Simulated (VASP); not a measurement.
Wanted: the native input for a VASP 6.6.1 run.

- Task: relaxation of cell and atoms
- Functional: PBE
- Potentials or basis: VASP PAW PBE potentials, release 64 (Cd, S)
- Cutoff: 600 eV
- k mesh: 6 × 6 × 6
- Occupations: gaussian, width 0.1 eV
- Spin: no spin polarisation
- Dipole correction: no
- Further INCAR settings: ALGO = Normal; EDIFF = 1e-06; IBRION = 2; EDIFFG = -0.04; NSW = 90; ISIF = 3

The structure of Cd3S2 lies in POSCAR:

```
Cd3S2
1.0
    1.9291091605      1.1137716931      8.9423995102
   -1.9291091605      1.1137716931      8.9423995102
    0.0000000000     -2.2275433861      8.9423995102
Cd S
3 2
Direct
    0.0000000000      0.0000000000      0.0000000000
    0.2095000000      0.2095000000      0.2095000000
    0.7905000000      0.7905000000      0.7905000000
    0.4000000000      0.4000000000      0.4000000000
    0.6000000000      0.6000000000      0.6000000000
```

The input as run:

INCAR

```
PREC = Accurate
ENCUT = 600
EDIFF = 1E-6
ISMEAR = 0
SIGMA = 0.1
LREAL = F
LASPH = T
NELM = 80
ALGO = Normal
ISIF = 3
LWAVE = F
LCHARG = F
GGA = PE
IBRION = 2
NSW = 90
EDIFFG = -0.04
```

KPOINTS

```
Automatic mesh
0
Gamma
  6 6 6
```

Potentials or basis: VASP PAW PBE potentials, release 64 (Cd, S).

Command:

```sh
$ cat potpaw_PBE.64/Cd/POTCAR potpaw_PBE.64/S/POTCAR > POTCAR
$ mpirun -np 1 vasp_std > vasp.out
```

Results of the run:

```json
{
 "Relaxed volume": "22.02 Å³/atom",
 "Relaxed cell": "a = 8.851 Å, b = 8.851 Å, c = 8.851 Å, α = 25.14°, β = 25.14°, γ = 25.14°",
 "Space group after relaxing (to 0.1 Å)": "R-3m (No. 166)",
 "Energy gained by relaxing": "31.3 meV/atom",
 "Ionic steps": "8",
 "Pressure after relaxing": "-0.1 GPa",
 "Largest force after relaxing": "0.038 eV/Å",
 "Band gap on the k mesh": "0.17 eV (least direct gap 0.40 eV)"
}
```

Caveat: semilocal functionals underestimate gaps, and a narrow one can read as zero.

Wall time 33 min on 1 thread of Intel(R) Xeon(R) 6975P-C (Granite Rapids), on a shared host, peak memory 1.1 GiB.
